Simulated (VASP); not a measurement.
Wanted: the native input for a VASP 6.6.1 run.

| Item | Value |
| --- | --- |
| Task | relaxation of cell and atoms |
| Functional | PBE |
| Potentials or basis | VASP PAW PBE potentials, release 64 (Br, Ca_sv) |
| Cutoff | 600 eV |
| k mesh | 8 × 8 × 3 |
| Occupations | fermi-dirac, width 0.05 eV |
| Spin | no spin polarisation |
| Target pressure | 20 GPa |
| Dipole correction | no |
| Further INCAR settings | ALGO = Normal; EDIFF = 1e-06; IBRION = 2; EDIFFG = -0.01; NSW = 60; ISIF = 3 |

The structure of CaBr lies in POSCAR:

```
CaBr
1.0
    4.0841480343      0.0000000000      0.0000000000
   -2.0420740171      3.5369759505      0.0000000000
    0.0000000000      0.0000000000      9.6721260000
Br Ca
2 2
Direct
    0.6666666667      0.3333333333      0.5344880000
    0.3333333333      0.6666666667      0.0344880000
    0.6666666667      0.3333333333      0.8405120000
    0.3333333333      0.6666666667      0.3405120000
```

The input as run:

INCAR

```
SYSTEM = CaBr
PREC = Accurate
ENCUT = 600
EDIFF = 1E-6
ISMEAR = -1
SIGMA = 0.05
LREAL = .False.
LASPH = .True.
NELM = 60
ALGO = Normal
ISIF = 3
LWAVE = .False.
LCHARG = .False.
GGA = PE
IBRION = 2
NSW = 60
EDIFFG = -0.01
PSTRESS = 200.0
```

KPOINTS

```
regular mesh
0
Gamma
  8 8 3
  0 0 0
```

Potentials or basis: VASP PAW PBE potentials, release 64 (Br, Ca_sv).

The run is started by

```bash
$ cat potpaw_PBE.64/Br/POTCAR potpaw_PBE.64/Ca_sv/POTCAR > POTCAR
$ mpirun -np 1 vasp_std > vasp.out
```

Results of the run:

```yaml
Relaxed_volume: 22.62 Å³/atom
Relaxed_cell: a = 3.380 Å, b = 3.380 Å, c = 9.146 Å, α = 90.00°, β = 90.00°, γ = 120.00°
Space_group_after_relaxing_to_0.1_Å: P6_3mc (No. 186)
Energy_change_on_relaxing_the_run_minimises_the_enthalpy: +543.8 meV/atom
Ionic_steps: 14
Pressure_after_relaxing: 20.0 GPa
Band_gap_on_the_k_mesh: zero (bands 17 and 18 overlap by 1.25 eV)
```

Caveat: the cell is relaxed towards a set pressure, so the run minimises the enthalpy, not the energy; the volume moved by over 15 % at a fixed basis, so the end points are rough.

Wall time 5 min on 1 thread of Intel(R) Xeon(R) 6975P-C (Granite Rapids), on a shared host, peak memory 0.37 GiB.
